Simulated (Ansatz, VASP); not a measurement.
One calculation of HfBe2Si2, two programs

```xyz
5
Lattice="3.7887 0.0000 0.0000 -1.8944 3.2811 0.0000 0.0000 0.0000 5.8587" Properties=species:S:1:pos:R:3 pbc="T T T"
Hf    0.0000    0.0000    0.0000
Be    0.0000    2.1874    1.7625
Be    1.8944    1.0937    4.0962
Si    0.0000    2.1874    4.1650
Si    1.8944    1.0937    1.6937
```

Change from the starting cell: species swapped into the CaCu2S2 type (P-3m1, No. 164).

Alike in both runs: task relaxation of cell and atoms; functional PBE; k mesh 12 × 12 × 6; occupations gaussian, width 0.1 eV; no spin polarisation.

|  | VASP | Ansatz |
| --- | --- | --- |
| version | VASP 6.6.1 | Ansatz 0.2.0 |
| potentials or method | VASP PAW PBE potentials, release 64 (Hf_pv, Be, Si), cutoff 600 eV | scalar-relativistic, plane waves, PAW |
| valence electrons in the cell | 22 | 38 |

Ansatz gave:

- gap on the k mesh at the Fermi level, each at its own relaxed structure (eV): none
- relaxed volume (Å³/atom): 14.46
- relaxed length of the cell vector where the two differ most in proportion (Å): 5.827

Q: Estimate VASP's values.

A: gap on the k mesh at the Fermi level, each at its own relaxed structure (eV): none; relaxed volume (Å³/atom): 14.46; relaxed length of the cell vector where the two differ most in proportion (Å): 5.825.

A gap of «none» marks a metal or a gap that the smearing closes. VASP's potentials hold 22 valence electrons a cell and Ansatz's 38, so a difference there can come from the potentials and not from the codes.

Spin-orbit coupling is off throughout.
